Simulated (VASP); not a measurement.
# Zn (Fm-3m) in VASP: further runs

Runs on Zn. Level: PBEsol. Tasks: relaxation of cell and atoms.

Program: VASP 6.6.1. These are calculated values, not measurements. Logs are shortened: lines on timing, memory, paths and dates and some standing lists are left out, and cuts for length are marked.

## Step 1: The cell of the first run

Symmetry: Fm-3m, No. 225, cubic system. Conventional cell: a = 3.940 Å, b = 3.940 Å, c = 3.940 Å, α = 90.00°, β = 90.00°, γ = 90.00°. Within 3.7 Å of Zn (site symmetry m-3m) lie 12 Zn at 2.79 Å.

This isn't the form of Zn at room conditions, which is hcp.

## Step 2: Relaxation of cell and atoms, PBEsol

The input, INCAR:

```
  PREC = Accurate
  ENCUT = 500
  EDIFF = 1E-7
  ISMEAR = 0
  SIGMA = 0.1
  LREAL = F
  LASPH = T
  NELM = 120
  ALGO = Normal
  ISIF = 3
  LWAVE = F
  LCHARG = F
  GGA = PS
  IBRION = 2
  NSW = 60
  EDIFFG = -0.02
  GGA_COMPAT = F
  NELMIN = 4
```

The input, KPOINTS:

```
regular mesh
0
Gamma
  8 8 8
```

The input, POSCAR:

```
Zn
1.0
    0.0000000000      1.9700000000      1.9700000000
    1.9700000000      0.0000000000      1.9700000000
    1.9700000000      1.9700000000      0.0000000000
Zn
1
Direct
    0.0000000000      0.0000000000      0.0000000000
```

Potentials or basis: VASP PAW PBE potentials, release 64 (Zn).

The run is started by

```bash
cat potpaw_PBE.64/Zn/POTCAR > POTCAR
mpirun -np 1 vasp_std > vasp.out
```

OUTCAR:

```text
PREC = Accurate
   ENCUT = 500
   EDIFF = 1E-7
   ISMEAR = 0
   LREAL = F
   LASPH = T
   NELM = 120
   ISIF = 3
   GGA = PS
   IBRION = 2
   NSW = 60
   EDIFFG = -0.02
   NELMIN = 4

 ion  position               nearest neighbor table
   1  0.000  0.000  0.000-

  LATTYP: Found a face centered cubic cell.
 ALAT       =     3.9400000000

  Lattice vectors:

 A1 = (   0.0000000000,   1.9700000000,   1.9700000000)
 A2 = (   1.9700000000,   0.0000000000,   1.9700000000)
 A3 = (   1.9700000000,   1.9700000000,   0.0000000000)

Analysis of symmetry for initial positions (statically):
=====================================================================
 Subroutine PRICEL returns:
 Original cell was already a primitive cell.

 Routine SETGRP: Setting up the symmetry group for a
 face centered cubic supercell.

 Subroutine GETGRP returns: Found 48 space group operations
 (whereof 48 operations were pure point group operations)
 out of a pool of 48 trial point group operations.

The static configuration has the point symmetry O_h .

Analysis of symmetry for dynamics (positions and initial velocities):
=====================================================================
 Subroutine PRICEL returns:
 Original cell was already a primitive cell.

 Routine SETGRP: Setting up the symmetry group for a
 face centered cubic supercell.

 Subroutine GETGRP returns: Found 48 space group operations
 (whereof 48 operations were pure point group operations)
 out of a pool of 48 trial point group operations.

The dynamic configuration has the point symmetry O_h .

 Subroutine INISYM returns: Found 48 space group operations
 (whereof 48 operations are pure point group operations),
 and found     1 'primitive' translations

----------------------------------------------------------------------------------------

                                     Primitive cell

  volume of cell :      15.2907

  direct lattice vectors                    reciprocal lattice vectors
     0.000000000  1.970000000  1.970000000    -0.253807107  0.253807107  0.253807107
     1.970000000  0.000000000  1.970000000     0.253807107 -0.253807107  0.253807107
     1.970000000  1.970000000  0.000000000     0.253807107  0.253807107 -0.253807107

  length of vectors
     2.786000718  2.786000718  2.786000718     0.439606804  0.439606804  0.439606804

  position of ions in fractional coordinates (direct lattice)
     0.000000000  0.000000000  0.000000000

  ion indices of the primitive-cell ions
   primitive index   ion index
                 1           1

----------------------------------------------------------------------------------------

 KPOINTS: regular mesh

Automatic generation of k-mesh.
 Grid dimensions read from file:
 generate k-points for:    8    8    8

 Generating k-lattice:

  Cartesian coordinates                     Fractional coordinates (reciprocal lattice)
    -0.031725888  0.031725888  0.031725888     0.125000000  0.000000000  0.000000000
     0.031725888 -0.031725888  0.031725888     0.000000000  0.125000000  0.000000000
     0.031725888  0.031725888 -0.031725888     0.000000000  0.000000000  0.125000000

  Length of vectors
     0.054950850  0.054950850  0.054950850

  Shift w.r.t. Gamma in fractional coordinates (k-lattice)
     0.000000000  0.000000000  0.000000000

 Subroutine IBZKPT returns following result:
 ===========================================

 Found     29 irreducible k-points:

 Following reciprocal coordinates:
            Coordinates               Weight
  0.000000  0.000000  0.000000      1.000000
  0.125000  0.000000  0.000000      8.000000
  0.250000  0.000000  0.000000      8.000000
  0.375000  0.000000  0.000000      8.000000
  0.500000  0.000000  0.000000      4.000000
  0.125000  0.125000  0.000000      6.000000
[... 16 lines left out ...]
  0.500000  0.250000  0.125000     48.000000
 -0.375000  0.250000  0.125000     24.000000
 [... further k-points ...]
   k-points           NKPTS =     29   k-points in BZ     NKDIM =     29   number of bands    NBANDS=     10
   number of dos      NEDOS =    301   number of ions     NIONS =      1
   total plane-waves  NPLWV =   8000
   dimension x,y,z NGX =    20 NGY =   20 NGZ =   20
   dimension x,y,z NGXF=    40 NGYF=   40 NGZF=   40
   ions per type =               1
   NGX,Y,Z   is equivalent  to a cutoff of  11.93, 11.93, 11.93 a.u.
   NGXF,Y,Z  is equivalent  to a cutoff of  23.87, 23.87, 23.87 a.u.
 SYSTEM =  unknown system
   PREC   = accura    normal or accurate (medium, high low for compatibility)
   ISTART =      0    job   : 0-new  1-cont  2-samecut
   ICHARG =      2    charge: 1-file 2-atom 10-const
   ISPIN  =      1    spin polarized calculation?
   LNONCOLLINEAR =      F non collinear calculations
   LSORBIT =      F    spin-orbit coupling
   LASPH  =      T    aspherical Exc in radial PAW
   ENCUT  =  500.0 eV  36.75 Ry    6.06 a.u.   5.08  5.08  5.08*2*pi/ulx,y,z
[... 61 lines left out ...]

 VOLUME and BASIS-vectors are now :
 -----------------------------------------------------------------------------
  energy-cutoff  :      500.00
  volume of cell :       15.29
      direct lattice vectors                 reciprocal lattice vectors
     0.000000000  1.970000000  1.970000000    -0.253807107  0.253807107  0.253807107
     1.970000000  0.000000000  1.970000000     0.253807107 -0.253807107  0.253807107
     1.970000000  1.970000000  0.000000000     0.253807107  0.253807107 -0.253807107

 POSITION                                       TOTAL-FORCE (eV/Angst)
 -----------------------------------------------------------------------------------
      0.00000      0.00000      0.00000        -0.000000     -0.000000     -0.000000
 -----------------------------------------------------------------------------------
    total drift:                                0.000000     -0.000000     -0.000000

  FREE ENERGIE OF THE ION-ELECTRON SYSTEM (eV)
  ---------------------------------------------------
  free  energy   TOTEN  =        -1.5360078373 eV

  energy  without entropy=       -1.5341277729  energy(sigma->0) =       -1.53506781

--------------------------------------- Ionic step        2  -------------------------------------------

 number of electron      12.0000006 magnetization

 Free energy of the ion-electron system (eV)
  ---------------------------------------------------
  ext. energy  EPLUGINS =         0.00000000
  ---------------------------------------------------
  free energy    TOTEN  =        -1.55294756 eV

  energy without entropy =       -1.55145993  energy(sigma->0) =       -1.55220375

 E-fermi :   3.0582     XC(G=0): -12.0522

 val. band max:        2.8983478797   @ k =  -0.3750   0.2500   0.1250
 cond. band min:       3.1641203156   @ k =   0.5000   0.1250   0.0000
 fundamental gap:      0.2657724359
 Fermi energy:         3.0582279976

 k-point     1 :       0.0000    0.0000    0.0000
  band No.  band energies     occupation
      1      -7.5140      2.00000
      2      -4.3943      2.00000
      3      -4.3943      2.00000
      4      -4.3943      2.00000
      5      -3.9629      2.00000
      6      -3.9629      2.00000
      7      22.4728      0.00000
      8      22.4728      0.00000
      9      22.4728      0.00000
     10      22.7430      0.00000

 k-point     2 :       0.1250    0.0000    0.0000
  band No.  band energies     occupation
      1      -7.0282      2.00000
      2      -4.4308      2.00000
      3      -4.3418      2.00000
      4      -4.3418      2.00000
      5      -3.9740      2.00000
      6      -3.9740      2.00000
      7      17.0348      0.00000
      8      21.3099      0.00000
      9      21.3099      0.00000
     10      22.5091      0.00000

 k-point     3 :       0.2500    0.0000    0.0000
  band No.  band energies     occupation
      1      -5.7982      2.00000
      2      -4.3046      2.00000
      3      -4.3046      2.00000
      4      -4.2782      2.00000
      5      -3.9054      2.00000
      6      -3.9054      2.00000
      7      10.9814      0.00000
      8      20.0853      0.00000
      9      20.0853      0.00000
     10      22.0462      0.00000
[... 248 lines left out ...]
 k-point    23 :       0.5000    0.2500    0.1250
  band No.  band energies     occupation
      1      -4.8378      2.00000
      2      -4.5181      2.00000
      3      -4.3808      2.00000
      4      -4.0521      2.00000
      5      -3.7501      2.00000
      6      -0.9526      2.00000
      7       6.8914      0.00000
      8      11.9537      0.00000
      9      14.6110      0.00000
     10      21.8619      0.00000

 k-point    24 :      -0.3750    0.2500    0.1250
  band No.  band energies     occupation
      1      -4.8616      2.00000
      2      -4.5833      2.00000
      3      -4.1939      2.00000
      4      -4.1288      2.00000
      5      -3.6719      2.00000
      6       2.0632      2.00000
      7       2.8983      1.97624
      8      12.5651      0.00000
      9      13.0118      0.00000
     10      21.7308      0.00000

 [... further k-points ...]

------------------------ aborting loop because EDIFF is reached ----------------------------------------

  FORCE on cell =-STRESS in cart. coord.  units (eV):
  Direction    XX          YY          ZZ          XY          YZ          ZX
  --------------------------------------------------------------------------------------
  -------------------------------------------------------------------------------------
  Total        0.0008557      0.0008557      0.0008557      0.0000000      0.0000000     -0.0000000
  in kB        0.0961149      0.0961149      0.0961149      0.0000000      0.0000000     -0.0000000
  external PRESSURE =       0.0961149 kB  Pullay stress =       0.0000000 kB

 VOLUME and BASIS-vectors are now :
 -----------------------------------------------------------------------------
  energy-cutoff  :      500.00
  volume of cell :       14.26
      direct lattice vectors                 reciprocal lattice vectors
     0.000000000  1.924910561  1.924910561    -0.259752328  0.259752328  0.259752328
     1.924910561  0.000000000  1.924910561     0.259752328 -0.259752328  0.259752328
     1.924910561  1.924910561  0.000000000     0.259752328  0.259752328 -0.259752328

 POSITION                                       TOTAL-FORCE (eV/Angst)
 -----------------------------------------------------------------------------------
      3.84982      3.84982      3.84982         0.000000     -0.000000      0.000000
 -----------------------------------------------------------------------------------
    total drift:                                0.000000      0.000000      0.000000

  FREE ENERGIE OF THE ION-ELECTRON SYSTEM (eV)
  ---------------------------------------------------
  free  energy   TOTEN  =        -1.5529475589 eV

  energy  without entropy=       -1.5514599311  energy(sigma->0) =       -1.55220375

 reached required accuracy - stopping structural energy minimisation
```

Wall time 13 s (1 thread of Intel Xeon Platinum 8375C at 2.90GHz (Ice Lake), shared host); peak memory 0.12 GiB.

What came out:

| Item | Value |
| --- | --- |
| Free energy | -1.5529 eV |
| Relaxed volume | 14.26 Å³/atom |
| Relaxed cell | a = 2.722 Å, b = 2.722 Å, c = 2.722 Å, α = 60.00°, β = 60.00°, γ = 60.00° |
| Space group after relaxing (to 0.1 Å) | Fm-3m (No. 225) |
| Energy gained by relaxing | 16.9 meV/atom |
| Ionic steps | 2 |
| Pressure after relaxing | 0.0 GPa |
| Band gap on the k mesh | zero (bands 6 and 7 overlap by 3.56 eV) |

Step by step:
| step | energy change (eV) | largest force (eV/Å) | pressure (GPa) | volume (Å³) |
| --- | --- | --- | --- | --- |
| 1 | 0.0000 | 0.0000 | -4.97 | 15.29 |
| 2 | -0.0169 | 0.0000 | 0.01 | 14.26 |

Final structure:
```
Zn
1.0
     0.00000    1.92491    1.92491
     1.92491    0.00000    1.92491
     1.92491    1.92491    0.00000
Zn
1
Direct
  0.00000 0.00000 0.00000
```

Caveat: the PAW data sets were made with another functional, which shifts forces and pressure a little.

## Step 3: Relaxation of cell and atoms, PBEsol, target pressure 20 GPa, at which the enthalpy is minimised

Changes to INCAR since step 2:

```diff
@@ -16,2 +16,3 @@
   EDIFFG = -0.02
+  PSTRESS = 200.0
   GGA_COMPAT = F
```

KPOINTS is that of step 2.

POSCAR is that of step 2.

Potentials or basis: VASP PAW PBE potentials, release 64 (Zn).

The run is started by

```bash
cat potpaw_PBE.64/Zn/POTCAR > POTCAR
mpirun -np 1 vasp_std > vasp.out
```

It took 25 s on 1 thread of Intel Xeon Platinum 8375C at 2.90GHz (Ice Lake), shared host; peak memory 0.12 GiB.

Results (log left out):

| Quantity | Value |
| --- | --- |
| Free energy | -1.4428 eV |
| Relaxed volume | 12.11 Å³/atom |
| Relaxed cell | a = 2.577 Å, b = 2.577 Å, c = 2.577 Å, α = 60.00°, β = 60.00°, γ = 60.00° |
| Space group after relaxing (to 0.1 Å) | Fm-3m (No. 225) |
| Energy change on relaxing (the run minimises the enthalpy) | +93.3 meV/atom |
| Ionic steps | 4 |
| Pressure after relaxing | 19.9 GPa |
| Band gap on the k mesh | zero (bands 6 and 7 overlap by 3.36 eV) |

Step by step:
```tsv
step	energy change (eV)	largest force (eV/Å)	pressure (GPa)	volume (Å³)
1	0.0000	0.0000	-4.97	15.29
2	0.4181	0.0000	53.07	10.60
3	0.0863	0.0000	19.02	12.16
4	0.0933	0.0000	19.87	12.11
```

Final structure:
```
Zn
1.0
     0.00000    1.82242    1.82242
     1.82242    0.00000    1.82242
     1.82242    1.82242    0.00000
Zn
1
Direct
  0.00000 0.00000 0.00000
```

Levels at points of the mesh, in eV from the Fermi level:
```csv
k point,band 4,band 5,band 6,band 7,band 8,band 9
"(0.00, 0.00, 0.00)",-8.19,-7.61,-7.61,20.80,21.71,21.71
"(0.50, 0.00, 0.00)",-7.19,-7.19,-3.83,-0.81,18.22,18.22
"(0.50, 0.50, 0.00)",-7.09,-7.09,-1.50,2.77,9.76,9.76
```

Caveat: the cell is relaxed towards a set pressure, so the run minimises the enthalpy, not the energy; the volume moved by over 15 % at a fixed basis, so the end points are rough; the PAW data sets were made with another functional, which shifts forces and pressure a little.

## Step 4: Relaxation of cell and atoms, PBEsol, target pressure 40 GPa, at which the enthalpy is minimised

The input, INCAR:

```
PREC = Accurate
ENCUT = 500
EDIFF = 1E-7
ISMEAR = 0
SIGMA = 0.1
LREAL = F
LASPH = T
NELM = 120
ALGO = Normal
ISIF = 3
LWAVE = F
LCHARG = F
GGA = PS
IBRION = 2
NSW = 60
EDIFFG = -0.02
PSTRESS = 400.0
GGA_COMPAT = F
NELMIN = 4
```

The input, KPOINTS:

```
Automatic mesh
0
Gamma
  8 8 8
```

POSCAR is that of step 3.

The run is started by

```bash
cat potpaw_PBE.64/Zn/POTCAR > POTCAR
mpirun -np 1 vasp_std > vasp.out
```

It took 26 s on 1 thread of Intel Xeon Platinum 8375C at 2.90GHz (Ice Lake), shared host; peak memory 0.13 GiB.

The run converged. Its results:

```yaml
Free_energy: -1.2551 eV
Relaxed_volume: 11.07 Å³/atom
Relaxed_cell: a = 2.502 Å, b = 2.502 Å, c = 2.502 Å, α = 60.00°, β = 60.00°, γ = 60.00°
Space_group_after_relaxing_to_0.1_Å: Fm-3m (No. 225)
Energy_change_on_relaxing_the_run_minimises_the_enthalpy: +280.9 meV/atom
Ionic_steps: 5
Pressure_after_relaxing: 40.1 GPa
Band_gap_on_the_k_mesh: zero (bands 6 and 7 overlap by 3.24 eV)
```

The path:
```csv
step,energy change (eV),largest force (eV/Å),pressure (GPa),volume (Å³)
1,0.0000,0.0000,-4.97,15.29
2,2.8470,0.0000,260.77,7.62
3,0.2087,0.0000,32.78,11.39
4,0.2519,0.0000,37.18,11.19
5,0.2809,0.0000,40.06,11.07
```

Final structure:
```yaml
crystal:
  lattice:
    - [0.00000, 1.76916, 1.76916]
    - [1.76916, 0.00000, 1.76916]
    - [1.76916, 1.76916, 0.00000]
  atoms:
    - { symbol: Zn, position: [0.00000, 0.00000, 0.00000] }
```

Levels at points of the mesh, in eV from the Fermi level:
| k point | band 3 | band 4 | band 5 | band 6 | band 7 | band 8 | band 9 | band 10 |
| --- | --- | --- | --- | --- | --- | --- | --- | --- |
| (0.00, 0.00, 0.00) | -8.76 | -8.76 | -8.07 | -8.07 | 21.31 | 22.91 | 22.91 | 22.91 |
| (0.50, 0.00, 0.00) | -8.77 | -7.58 | -7.58 | -4.51 | -0.79 | 19.29 | 19.29 | 19.58 |
| (0.50, 0.50, 0.00) | -7.60 | -7.46 | -7.46 | -1.99 | 2.97 | 10.08 | 10.08 | 14.34 |

Caveat: the cell is relaxed towards a set pressure, so the run minimises the enthalpy, not the energy; the volume moved by over 15 % at a fixed basis, so the end points are rough; the PAW data sets were made with another functional, which shifts forces and pressure a little.

## Step 5: Relaxation of cell and atoms, PBEsol, target pressure 60 GPa, at which the enthalpy is minimised

The input, INCAR:

```
SYSTEM = Zn
PREC     = Accurate       ! precision mode
ENCUT    = 500            ! plane-wave cutoff, eV
EDIFF    = 1E-7           ! SCF threshold, eV
ISMEAR   = 0              ! smearing method
SIGMA    = 0.1            ! smearing width, eV
LREAL    = .FALSE.        ! projectors in reciprocal space
LASPH    = .TRUE.         ! aspherical terms in the spheres
NELM     = 120            ! most SCF steps
ALGO     = Normal         ! electronic algorithm
ISIF     = 3              ! what is computed and relaxed
LWAVE    = .FALSE.        ! write WAVECAR
LCHARG   = .FALSE.        ! write CHGCAR
GGA      = PS             ! functional
IBRION   = 2              ! ionic algorithm
NSW      = 60             ! ionic steps
EDIFFG   = -0.02          ! ionic threshold
PSTRESS  = 600.0        
GGA_COMPAT= .FALSE.      
NELMIN   = 4
```

The input, KPOINTS:

```
Automatic mesh
0
G
  8 8 8
  0 0 0
```

POSCAR is that of step 4.

The run is started by

```bash
cat potpaw_PBE.64/Zn/POTCAR > POTCAR
mpirun -np 1 vasp_std > vasp.out
```

It took 47 s on 1 thread of Intel Xeon Platinum 8375C at 2.90GHz (Ice Lake), shared host; peak memory 0.13 GiB.

The run converged, but its numbers aren't listed here, since they failed a check.

Caveat: the cell is relaxed towards a set pressure, so the run minimises the enthalpy, not the energy; the volume moved by over 15 % at a fixed basis, so the end points are rough; the PAW data sets were made with another functional, which shifts forces and pressure a little.

## Step 6: Summary

| cell | gap on the mesh (eV) | pressure (GPa) |
| --- | --- | --- |
| relaxed | none | 0.0 |
| relaxed to 20 GPa | none | 19.9 |
| relaxed to 40 GPa | none | 40.1 |

Alike in all rows: task relaxation of cell and atoms; level PBEsol; potentials or basis VASP PAW PBE potentials, release 64 (Zn); no spin polarisation; k mesh 8 × 8 × 8; cutoff (eV) 500; smearing gaussian 0.1 eV.

Caveats: the PAW data sets were made with another functional, which shifts forces and pressure a little; the cell is relaxed towards a set pressure, so the run minimises the enthalpy, not the energy (at least some runs); the volume moved by over 15 % at a fixed basis, so the end points are rough (at least some runs).

Absolute energies hang on the potentials; compare differences alone.
